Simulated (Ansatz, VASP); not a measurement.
## Cu in VASP and in Ansatz

POSCAR

```
Cu
1.0
    2.5508792560      0.0000000000      0.0000000000
   -1.2754396280      2.2091262377      0.0000000000
    0.0000000000      0.0000000000      4.1398073633
Cu
2
Direct
    0.6666666667      0.3333333333      0.7500000000
    0.3333333333      0.6666666667      0.2500000000
```

INCAR.step1

```
SYSTEM = Cu
PREC     = Accurate       ! precision mode
ENCUT    = 520            ! plane-wave cutoff, eV
EDIFF    = 1E-5           ! SCF threshold, eV
ISMEAR   = -1             ! smearing method
SIGMA    = 0.05           ! smearing width, eV
LREAL    = .False.        ! projectors in reciprocal space
LASPH    = .True.         ! aspherical terms in the spheres
NELM     = 60             ! most SCF steps
ALGO     = Normal         ! electronic algorithm
ISIF     = 2              ! what is computed and relaxed
LWAVE    = .True.         ! write WAVECAR
LCHARG   = .False.        ! write CHGCAR
GGA      = PE             ! functional
NBANDS   = 18             ! bands
```

File INCAR.step2:

```
SYSTEM = Cu
PREC     = Accurate       ! precision mode
ENCUT    = 520            ! plane-wave cutoff, eV
EDIFF    = 1E-7           ! SCF threshold, eV
ISMEAR   = -1             ! smearing method
SIGMA    = 0.05           ! smearing width, eV
LREAL    = .False.        ! projectors in reciprocal space
LASPH    = .True.         ! aspherical terms in the spheres
NELM     = 60             ! most SCF steps
ALGO     = Normal         ! electronic algorithm
ISIF     = 2              ! what is computed and relaxed
LWAVE    = .False.        ! write WAVECAR
LCHARG   = .False.        ! write CHGCAR
GGA      = PE             ! functional
LHFCALC  = .True.         ! exact exchange
AEXX     = 0.25           ! exact-exchange fraction
PRECFOCK = Normal       
ISTART   = 1            
NBANDS   = 18             ! bands
```

The input KPOINTS:

```
regular mesh
0
Gamma
  6 6 4
  0 0 0
```

The input input.yaml:

```yaml
crystal:
  lattice:
    - [2.550879256, 0.0, 0.0]
    - [-1.275439628, 2.2091262377, 0.0]
    - [0.0, 0.0, 4.1398073633]
  atoms:
    - { symbol: Cu, position: [0.6666666667, 0.3333333333, 0.75] }
    - { symbol: Cu, position: [0.3333333333, 0.6666666667, 0.25] }
hamiltonian:
  xc: pbe0
  pseudopotentials: { kind: paw }
kpoints:
  mp_grid: { grid: [6, 6, 4] }
scf:
  occupations: { method: fermi_dirac, width: 0.05 }
output:
  forces: true
  stress: true
  eigenvalues: true
  write_density: true
  write_potential: true
  elf: true
  volumetric_format: npy
```

Alike in both runs: task single point; functional PBE0; k mesh 6 × 6 × 4; occupations fermi-dirac, width 0.05 eV; no spin polarisation.

|  | VASP | Ansatz |
| --- | --- | --- |
| version | VASP 6.6.1 | Ansatz 0.2.0 |
| potentials or method | VASP PAW PBE potentials, release 64 (Cu) | Ansatz PAW |
| plane-wave cutoff (eV) | 520 | 420 |
| valence electrons in the cell | 22 | 38 |

Ansatz gave:

```
gap on the k mesh at the Fermi level (eV)                     : none
pressure (GPa)                                                : 5.0
traceless stress, the component that is largest in VASP (GPa) : -1.90
```

Question: What did VASP give for the same quantities?

Answer: gap on the k mesh at the Fermi level (eV): none; pressure (GPa): 5.3; traceless stress, the component that is largest in VASP (GPa): -1.93.

A gap of «none» marks a metal or a gap that the smearing closes. The functional is the same, so the differences come from potentials, cutoffs and numerics. VASP's potentials hold 22 valence electrons a cell and Ansatz's 38, so a difference there can come from the potentials and not from the codes.

The k mesh is coarse, so the values compare programs but aren't converged.
